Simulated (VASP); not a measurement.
Wanted: the native input for a VASP 6.6.1 run.

```
Task                               : single point
Functional                         : PBE-based screened hybrid with 25 % exact exchange
Potentials or basis                : VASP PAW PBE potentials, release 64 (Al)
Cutoff                             : 520 eV
k mesh                             : 6 × 6 × 6
Occupations                        : fermi-dirac, width 0.05 eV
Spin                               : no spin polarisation
Dipole correction                  : no
Grid for exact exchange (PRECFOCK) : Normal
Share of exact exchange            : 0.25
Further INCAR settings             : ALGO = Normal; EDIFF = 1e-06; NBANDS = 8
Screening parameter                : 0.3 1/Å
```

Al:

```
Al
1.0
    -1.59122    1.59122    1.59122
     1.59122   -1.59122    1.59122
     1.59122    1.59122   -1.59122
Al
1
Direct
  0.00000 0.00000 0.00000
```

This isn't the form of Al at room conditions, which is fcc.

The input as run:

POSCAR

```
Al
1.0
   -1.5912186900      1.5912186900      1.5912186900
    1.5912186900     -1.5912186900      1.5912186900
    1.5912186900      1.5912186900     -1.5912186900
Al
1
Direct
    0.0000000000      0.0000000000      0.0000000000
```

INCAR.step1

```
SYSTEM = Al
  PREC = Accurate
  ENCUT = 520
  EDIFF = 1E-5
  ISMEAR = -1
  SIGMA = 0.05
  LREAL = .False.
  LASPH = .True.
  NELM = 60
  ALGO = Normal
  ISIF = 2
  LWAVE = .True.
  GGA = PE
  NBANDS = 8
```

INCAR.step2

```
SYSTEM = Al
  PREC = Accurate
  ENCUT = 520
  EDIFF = 1E-6
  ISMEAR = -1
  SIGMA = 0.05
  LREAL = .False.
  LASPH = .True.
  NELM = 60
  ALGO = Normal
  ISIF = 2
  LWAVE = .False.
  LCHARG = .True.
  GGA = PE
  LHFCALC = .True.
  AEXX = 0.25
  HFSCREEN = 0.3
  PRECFOCK = Normal
  LELF = .True.
  LVHAR = .True.
  ISTART = 1
  NBANDS = 8
```

KPOINTS

```
regular mesh
0
Gamma
  6 6 6
  0 0 0
```

Potentials or basis: VASP PAW PBE potentials, release 64 (Al).

Run with:

```sh
$ cat potpaw_PBE.64/Al/POTCAR > POTCAR
$ cp INCAR.step1 INCAR
$ mpirun -np 1 vasp_std > vasp.out
$ cp INCAR.step2 INCAR
$ mpirun -np 1 vasp_std > vasp.out
```

Results of the run:

- Pressure: 3.7 GPa
- Band gap on the k mesh: zero (an odd number of electrons rules out a gap without spin polarisation)

Caveat: the k points lie up to 0.47 Å⁻¹ apart, too coarse for converged energies and pressures of a metal; the PAW data sets were made with another functional, which shifts forces and pressure a little.

Wall time 2.1 min on 1 thread of AMD EPYC 7R13 (shared host), peak memory 0.19 GiB.
